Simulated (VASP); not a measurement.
# Ti3SiN3 in VASP: further runs, part 2 of 2

VASP 6.6.1. The steps go on from the part before.

### Step 5. Relaxation of the atoms, PBE

INCAR

```
SYSTEM = Ti3SiN3
PREC = Accurate
ENCUT = 520
EDIFF = 1E-7
ISMEAR = 0
SIGMA = 0.1
LREAL = .FALSE.
LASPH = .TRUE.
NELM = 100
ALGO = Fast
ISIF = 2
LWAVE = .FALSE.
LCHARG = .FALSE.
LDIPOL = .TRUE.
IDIPOL = 3
DIPOL = 0.5 0.5 0.361
GGA = PE
IBRION = 2
NSW = 36
EDIFFG = -0.025
```

KPOINTS

```
Automatic mesh
0
G
  9 9 1
  0 0 0
```

POSCAR

```
Ti3SiN3
1.0
    3.0028555065      0.0000000000      0.0000000000
   -1.5014277533      2.6005491526      0.0000000000
    0.0000000000      0.0000000000     21.5541471922
N Ti Si
3 3 1
Selective dynamics
Direct
    0.3333333333      0.6666666667      0.1855791354  F F F
    0.0000000000      0.0000000000      0.2993308525  F F F
    0.6666666667      0.3333333333      0.4147299352  F F F
    0.6666666667      0.3333333333      0.2424549940  F F F
    0.3333333333      0.6666666667      0.3575097830  F F F
    0.0000000000      0.0000000000      0.4664599858  F F F
    0.0000000000      0.5000000000      0.5626616697  F F T
```

Potentials or basis: VASP PAW PBE potentials, release 64 (N, Ti_sv, Si).

Command:

```console
cat potpaw_PBE.64/N/POTCAR potpaw_PBE.64/Ti_sv/POTCAR potpaw_PBE.64/Si/POTCAR > POTCAR
mpirun -np 1 vasp_std > vasp.out
```

OUTCAR:

```text
SYSTEM = Ti3SiN3
   PREC = Accurate
   ENCUT = 520
   EDIFF = 1E-7
   ISMEAR = 0
   LREAL = .FALSE.
   LASPH = .TRUE.
   NELM = 100
   ISIF = 2
   GGA = PE
   IBRION = 2
   NSW = 36
   EDIFFG = -0.025

 ion  position               nearest neighbor table
   1  0.333  0.667  0.186-   4 2.12   4 2.12   4 2.12
   2  0.000  0.000  0.299-   4 2.12   4 2.12   4 2.12   5 2.14   5 2.14   5 2.14
   3  0.667  0.333  0.415-   6 2.06   6 2.06   6 2.06   5 2.13   5 2.13   5 2.13
   4  0.667  0.333  0.242-   2 2.12   2 2.12   2 2.12   1 2.12   1 2.12   1 2.12
   5  0.333  0.667  0.358-   3 2.13   3 2.13   3 2.13   2 2.14   2 2.14   2 2.14   6 2.92   6 2.92
                             6 2.92
   6  0.000  0.000  0.466-   3 2.06   3 2.06   3 2.06   7 2.56   7 2.56   5 2.92   5 2.92   5 2.92

   7  0.000  0.500  0.563-   6 2.56   6 2.56

  LATTYP: Found a hexagonal cell.
 ALAT       =     3.0028555065
 C/A-ratio  =     7.1778835663

  Lattice vectors:

 A1 = (   3.0028555065,   0.0000000000,   0.0000000000)
 A2 = (  -1.5014277533,   2.6005491526,   0.0000000000)
 A3 = (   0.0000000000,   0.0000000000,  21.5541471922)

Analysis of symmetry for initial positions (statically):
=====================================================================
 Subroutine PRICEL returns:
 Original cell was already a primitive cell.

 Routine SETGRP: Setting up the symmetry group for a
 hexagonal supercell.

 Subroutine GETGRP returns: Found  2 space group operations
 (whereof  2 operations were pure point group operations)
 out of a pool of 24 trial point group operations.

The static configuration has the point symmetry C_1h.

Analysis of symmetry for dynamics (positions and initial velocities):
=====================================================================
 Subroutine PRICEL returns:
 Original cell was already a primitive cell.

 Routine SETGRP: Setting up the symmetry group for a
 hexagonal supercell.

 Subroutine GETGRP returns: Found  2 space group operations
 (whereof  2 operations were pure point group operations)
 out of a pool of 24 trial point group operations.

The dynamic configuration has the point symmetry C_1h.

Analysis of constrained symmetry for selective dynamics:
=====================================================================
 Subroutine PRICEL returns:
 Original cell was already a primitive cell.

 Routine SETGRP: Setting up the symmetry group for a
 hexagonal supercell.

 Subroutine GETGRP returns: Found  2 space group operations
 (whereof  2 operations were pure point group operations)
 out of a pool of 24 trial point group operations.

The constrained configuration has the point symmetry C_1h.

 Subroutine INISYM returns: Found  2 space group operations
 (whereof  2 operations are pure point group operations),
 and found     1 'primitive' translations

----------------------------------------------------------------------------------------

                                     Primitive cell

  volume of cell :     168.3179

  direct lattice vectors                    reciprocal lattice vectors
     3.002855506  0.000000000  0.000000000     0.333016357  0.192267083  0.000000000
    -1.501427753  2.600549153  0.000000000     0.000000000  0.384534166  0.000000000
[... 83 lines left out ...]
   NGXF,Y,Z  is equivalent  to a cutoff of  26.57, 26.57, 24.68 a.u.
 SYSTEM =  Ti3SiN3
   PREC   = accura    normal or accurate (medium, high low for compatibility)
   ISTART =      0    job   : 0-new  1-cont  2-samecut
   ICHARG =      2    charge: 1-file 2-atom 10-const
   ISPIN  =      1    spin polarized calculation?
   LNONCOLLINEAR =      F non collinear calculations
   LSORBIT =      F    spin-orbit coupling
   LASPH  =      T    aspherical Exc in radial PAW
   ENCUT  =  520.0 eV  38.22 Ry    6.18 a.u.   5.58  5.58 40.08*2*pi/ulx,y,z
   NELM   =    100;   NELMIN=  2; NELMDL= -5     # of ELM steps
   EDIFF  = 0.1E-06   stopping-criterion for ELM
   LREAL  =      F    real-space projection
   EDIFFG = -.3E-01   stopping-criterion for IOM
   NSW    =     36    number of steps for IOM
   IBRION =      2    ionic relax: 0-MD 1-quasi-New 2-CG
   NFREE  =      1    steps in history (QN), initial steepest desc. (CG)
   ISIF   =      2    stress and relaxation
   ISYM   =      2    0-nonsym 1-usesym 2-fastsym
   POTIM  = 0.5000    time-step for ionic-motion
   TEBEG  =    0.0;   TEEND  =   0.0 temperature during run
   PSTRESS=    0.0 pullay stress
   NELECT =      55.0000    total number of electrons
   NUPDOWN=      -1.0000    fix difference up-down
   EMIN   =  10.00;   EMAX   =-10.00  energy-range for DOS
   EFERMI =   0.00;   METHOD = LEGACY
   ISMEAR =     0;   SIGMA  =   0.10  broadening in eV -4-tet -1-fermi 0-gaus
   EFERMI_NEDOS =   21; number of points for ismear=-14 and -15
   IALGO  =     68    algorithm
   IMIX   =      4    mixing-type and parameters
     AMIX     =   0.40;   BMIX     =  1.00
     AMIX_MAG =   1.60;   BMIX_MAG =  1.00
  volume/ion in A,a.u.               =      24.05       162.27
  Fermi-wavevector in a.u.,A,eV,Ry     =   1.127593  2.130841 17.299337  1.271465
  Thomas-Fermi vector in A             =   2.264279
   LORBIT       =      0    0 simple, 1 ext, 2 COOP (PROOUT), +10 PAW based schemes
   GGA     = PE    functional components
   LHFCALC =     F    Hartree Fock is set to
   AEXX    =    0.0000 exact exchange contribution
   IVDW    =     0    specifies the selected vdW correction
   LEPSILON=     F    determine dielectric tensor
   LRPA    =     F    only Hartree local field effects (RPA)
 conjugate gradient relaxation of ions
 non-spin polarized calculation
 RMM-DIIS sequential band-by-band and
 Gauss-broadening in eV      SIGMA  =   0.10
  energy-cutoff  :      520.00
  volume of cell :      168.32
 maximum number of plane-waves:      4581
   NGX = 11   NGY = 11   NGZ = 81

 dipolmoment           0.000000      0.000000      0.021558 electrons x Angstroem

--------------------------------------- Ionic step        1  -------------------------------------------

 number of electron      55.0000014 magnetization

 Free energy of the ion-electron system (eV)
  ---------------------------------------------------
  ext. energy  EPLUGINS =         0.00000000
  ---------------------------------------------------
  free energy    TOTEN  =       -60.00943871 eV

  energy without entropy =      -59.99418204  energy(sigma->0) =      -60.00181037

------------------------ aborting loop EDIFF was not reached (unconverged)  ----------------------------

  FORCE on cell =-STRESS in cart. coord.  units (eV):
  Direction    XX          YY          ZZ          XY          YZ          ZX
  --------------------------------------------------------------------------------------
  -------------------------------------------------------------------------------------
  Total       -2.8292735     -1.9184153     -0.7353556     -0.7888263      0.2771918      0.4801105
  in kB      -26.9311664    -18.2609286     -6.9996715     -7.5086461      2.6385215      4.5700554
  external PRESSURE =     -17.3972555 kB  Pullay stress =       0.0000000 kB
[... 110 lines left out ...]
--------------------------------------- Ionic step        4  -------------------------------------------

 number of electron      55.0000013 magnetization

 dipolmoment           0.000000      0.000000     -0.124172 electrons x Angstroem

 Free energy of the ion-electron system (eV)
  ---------------------------------------------------
  ext. energy  EPLUGINS =         0.00000000
  ---------------------------------------------------
  free energy    TOTEN  =       -60.07560094 eV

  energy without entropy =      -60.05710907  energy(sigma->0) =      -60.06635500

 E-fermi :   0.5547     XC(G=0):  -6.4190

 val. band max:        0.5536949589   @ k =  -0.3333   0.2222   0.0000
 cond. band min:       0.5765315844   @ k =   0.0000   0.1111   0.0000
 fundamental gap:      0.0228366255
 Fermi energy:         0.5547051874

 k-point     1 :       0.0000    0.0000    0.0000
  band No.  band energies     occupation
      1     -57.0942      2.00000
      2     -56.5148      2.00000
      3     -56.0026      2.00000
      4     -33.5150      2.00000
      5     -33.1524      2.00000
      6     -33.1462      2.00000
[... 853 lines left out ...]
     32       2.6090      0.00000
     33       2.9010      0.00000

 [... further k-points ...]

------------------------ aborting loop because EDIFF is reached ----------------------------------------

 vacuum level on the upper side and lower side of the slab       (xc-potential included)        -1.531         1.287

  FORCE on cell =-STRESS in cart. coord.  units (eV):
  Direction    XX          YY          ZZ          XY          YZ          ZX
  --------------------------------------------------------------------------------------
  -------------------------------------------------------------------------------------
  Total       -3.1794927     -2.5917810     -2.8370340     -0.5089733      0.2264141      0.3921611
  in kB      -30.2648185    -24.6705338    -27.0050366     -4.8447927      2.1551812      3.7328858
  external PRESSURE =     -27.3134630 kB  Pullay stress =       0.0000000 kB
[... 22 lines left out ...]
  FREE ENERGIE OF THE ION-ELECTRON SYSTEM (eV)
  ---------------------------------------------------
  free  energy   TOTEN  =       -60.0756009394 eV

  energy  without entropy=      -60.0571090696  energy(sigma->0) =      -60.06635500

 reached required accuracy - stopping structural energy minimisation

 vacuum level on the upper side and lower side of the slab         5.789         8.681
```

Run time: 36 min. Hardware: 1 thread of Oxide Virtual Turin-like, shared host; peak memory 0.35 GiB.

Results:

```yaml
Free_energy: -60.0756 eV
Energy_gained_by_relaxing: 9.5 meV/atom
Ionic_steps: 4
Band_gap_on_the_k_mesh: zero (an odd number of electrons rules out a gap without spin polarisation)
```

The path:
| step | energy change (eV) | largest force on free atoms (eV/Å) | pressure (GPa) |
| --- | --- | --- | --- |
| 1 | 0.0000 | 0.9597 | -1.74 |
| 2 | -0.0363 | 0.6132 | -2.08 |
| 3 | -0.0659 | 0.0479 | -2.68 |
| 4 | -0.0662 | 0.0080 | -2.73 |

Final structure:
```xyz
7
Lattice="3.0029 0.0000 0.0000 -1.5014 2.6005 0.0000 0.0000 0.0000 21.5541" Properties=species:S:1:pos:R:3 pbc="T T T"
N     0.0000    1.7337    4.0000
N     0.0000    0.0000    6.4518
N     1.5014    0.8668    8.9391
Ti    1.5014    0.8668    5.2259
Ti    0.0000    1.7337    7.7058
Ti    0.0000    0.0000   10.0541
Si   -0.7507    1.3003   12.2760
```

### Step 6. Summary

```csv
task,cell,atoms held fixed (from 0),gap on the mesh (eV),largest force (eV/Å)
single point,"a = 3.003, b = 3.003, c = 21.554 Å, angles 90.0, 90.0, 120.0°, 7 atoms, atomic positions A",-,none,5.55
single point,"a = 3.003, b = 3.003, c = 21.554 Å, angles 90.0, 90.0, 120.0°, 7 atoms, atomic positions B",-,none,5.49
single point,"a = 3.003, b = 3.003, c = 21.554 Å, angles 90.0, 90.0, 120.0°, 7 atoms, atomic positions C",-,none,5.51
relaxation of the atoms,"atoms relaxed from a = 3.003, b = 3.003, c = 21.554 Å, angles 90.0, 90.0, 120.0°, 7 atoms, atomic positions D","[0, 3, 1, 4, 2, 5, 6]",none,-
```

Alike in all rows: level PBE; potentials or basis VASP PAW PBE potentials, release 64 (N, Ti_sv, Si); no spin polarisation; k mesh 9 × 9 × 1; cutoff (eV) 520; smearing gaussian 0.1 eV.

Total energies depend on the potentials used, so only differences within one code and one set of settings carry meaning.
